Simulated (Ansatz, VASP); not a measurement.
# One calculation of MgO, two programs

```xyz
2
Lattice="2.6605 0.0000 0.0000 0.0000 2.6605 0.0000 0.0000 0.0000 2.6605" Properties=species:S:1:pos:R:3 pbc="T T T"
Mg    0.0000    0.0000    0.0000
O     1.3302    1.3302    1.3302
```

Alike in both runs: task single point; functional r2SCAN; k mesh 8 × 8 × 8; occupations gaussian, width 0.05 eV; no spin polarisation.

|  | VASP | Ansatz |
| --- | --- | --- |
| version | VASP 6.6.1 | Ansatz 0.2.0 |
| potentials or method | VASP PAW PBE potentials, release 64 (Mg, O), cutoff 660 eV | scalar-relativistic, plane waves, PAW |
| valence electrons in the cell | 8 | 16 |

VASP gave:

| Quantity | Value |
| --- | --- |
| gap on the k mesh at the Fermi level (eV) | 3.06 |
| least direct gap on the mesh (eV) | 4.07 |
| pressure (GPa) | -7.4 |

Problem. What did Ansatz give for the same quantities?

Solution. gap on the k mesh at the Fermi level (eV): 3.09; least direct gap on the mesh (eV): 4.10; pressure (GPa): -6.1.

VASP's potentials were made for PBE, not for r2SCAN. VASP's potentials hold 8 valence electrons a cell and Ansatz's 16, so a difference there can come from the potentials and not from the codes.
